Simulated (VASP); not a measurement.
Write the native input for VASP 6.6.1 that does the following.

| Property | Result |
| --- | --- |
| Task | relaxation of cell and atoms |
| Functional | revPBE |
| Potentials or basis | VASP PAW PBE potentials, release 64 (Hf_pv, In_d, Si, O) |
| Cutoff | 600 eV |
| k mesh | 6 × 6 × 3 |
| Occupations | fermi-dirac, width 0.05 eV |
| Spin | no spin polarisation |
| Further INCAR settings | ALGO = Fast; EDIFF = 1e-07; IBRION = 2; EDIFFG = -0.01; NSW = 40; ISIF = 3 |

The structure of HfIn4SiO6 lies in POSCAR:

```
HfIn4SiO6
1.0
    5.3316200000      0.0159300000     -0.0483700000
   -2.5793300000      4.8819800000     -0.0191400000
   -1.5181300000     -1.2221600000      9.4552500000
Hf In Si O
1 4 1 6
Direct
    0.2380200000      0.0692800000      0.4027900000
    0.1454700000      0.5747100000      0.8703800000
    0.5244500000      0.7222000000      0.3488100000
    0.5731300000      0.3131600000      0.1209600000
    0.8825000000      0.3853100000      0.5641500000
    0.8811200000      0.9477000000      0.0377300000
    0.2644200000      0.4061300000      0.4886800000
    0.9571300000      0.7888600000      0.4878800000
    0.8398900000      0.6393800000      0.9858400000
    0.9905500000      0.0027000000      0.2137000000
    0.1366500000      0.2037300000      0.9786400000
    0.5666700000      0.9468400000      0.0004400000
```

One way to write it, as run:

INCAR

```
ALGO = Fast
EDIFF = 1E-7
EDIFFG = -0.01
ENCUT = 600
GGA = RE
IBRION = 2
ISIF = 3
ISMEAR = -1
KPAR = 4
LASPH = True
LCHARG = False
LREAL = False
LWAVE = False
NELM = 100
NSW = 40
PREC = Accurate
SIGMA = 0.05
```

KPOINTS

```
k-points
0
Gamma
  6 6 3
```

Potentials or basis: VASP PAW PBE potentials, release 64 (Hf_pv, In_d, Si, O).

Command:

```bash
$ cat potpaw_PBE.64/Hf_pv/POTCAR potpaw_PBE.64/In_d/POTCAR potpaw_PBE.64/Si/POTCAR potpaw_PBE.64/O/POTCAR > POTCAR
$ mpirun -np 4 vasp_std > vasp.out
```

Results of the run:

```json
{
  "Relaxed volume": "21.15 Å³/atom",
  "Relaxed cell": "a = 5.381 Å, b = 5.580 Å, c = 9.762 Å, α = 92.53°, β = 99.64°, γ = 117.52°",
  "Space group after relaxing (to 0.1 Å)": "P1 (No. 1)",
  "Energy gained by relaxing": "2.5 meV/atom",
  "Ionic steps": "34",
  "Pressure after relaxing": "0.0 GPa",
  "Largest force after relaxing": "0.009 eV/Å",
  "Band gap on the k mesh": "1.13 eV (least direct gap 1.28 eV)"
}
```

Caveat: the PAW data sets were made with another functional, which shifts forces and pressure a little; spin-orbit coupling is left out, which moves the levels of the heavy elements; an odd mesh through Γ misses points on the zone boundary, where band edges can lie.

Run time: 95 min on 4 MPI ranks on Intel(R) Xeon(R) Platinum 8488C (Sapphire Rapids), on a shared host, peak memory 1.1 GiB a rank.
